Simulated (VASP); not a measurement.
Wanted: the native input for a VASP 6.6.1 run.

```yaml
Task: single point
Functional: PBEsol
Potentials_or_basis: VASP PAW PBE potentials, release 64 (S, Pt)
Cutoff: 520 eV
k_mesh: 10 × 6 × 1
Occupations: gaussian, width 0.05 eV
Spin: no spin polarisation
Dipole_correction: yes
Further_INCAR_settings: ALGO = Normal; EDIFF = 1e-06; NBANDS = 56; ISYM = 0
```

The structure of PtS2 lies in POSCAR:

```
PtS2
1.0
    3.5713268686      0.0000000000      0.0000000000
   -1.7856634343      5.6835056484      0.0000000000
    0.0000000000      0.0000000000     23.2119831312
S Pt
8 4
Direct
    0.9896050411      0.9792100822      0.3231089717
    0.7142612310      0.4285224620      0.3415286670
    0.3415381771      0.6830763543      0.4348964254
    0.0661943670      0.1323887340      0.4533161208
    0.6934713132      0.3869426263      0.5466838792
    0.4181275031      0.8362550061      0.5651035746
    0.0454044492      0.0908088984      0.6584713330
    0.7700606391      0.5401212782      0.6768910283
    0.3519331360      0.7038662721      0.3323188193
    0.7038662721      0.4077325441      0.4441062731
    0.0557994081      0.1115988162      0.5558937269
    0.4077325441      0.8154650883      0.6676811807
```

These files were run (other wordings do the same):

INCAR

```
SYSTEM = PtS2
PREC     = Accurate       ! precision mode
ENCUT    = 520            ! plane-wave cutoff, eV
EDIFF    = 1E-6           ! SCF threshold, eV
ISMEAR   = 0              ! smearing method
SIGMA    = 0.05           ! smearing width, eV
LREAL    = .FALSE.        ! projectors in reciprocal space
LASPH    = .TRUE.         ! aspherical terms in the spheres
NELM     = 60             ! most SCF steps
ALGO     = Normal         ! electronic algorithm
ISIF     = 2              ! what is computed and relaxed
LWAVE    = .FALSE.        ! write WAVECAR
LCHARG   = .TRUE.         ! write CHGCAR
LDIPOL   = .TRUE.       
IDIPOL   = 3            
DIPOL    = 0.5 0.5 0.500
GGA      = PS             ! functional
LELF     = .TRUE.         ! ELF
LVHAR    = .TRUE.       
LVACPOTAV= .TRUE.       
ISYM     = 0            
NBANDS   = 56             ! bands
```

KPOINTS

```
regular mesh
0
G
  10 6 1
  0 0 0
```

Potentials or basis: VASP PAW PBE potentials, release 64 (S, Pt).

The run is started by

```bash
$ cat potpaw_PBE.64/S/POTCAR potpaw_PBE.64/Pt/POTCAR > POTCAR
$ mpirun -np 1 vasp_std > vasp.out
```

Results of the run:

The largest force is 1.539 eV/Å and the band gap on the k mesh is zero (band 44 reaches 0.21 eV, above the bottom of band 45 at -0.09 eV).

Caveat: the PAW data sets were made with another functional, which shifts forces and pressure a little; spin-orbit coupling is left out, which moves the levels of the heavy elements.

It took 47 min on 1 thread of Intel(R) Xeon(R) Platinum 8175M CPU @ 2.50GHz (Skylake/Cascade Lake), on a shared host, peak memory 0.93 GiB.
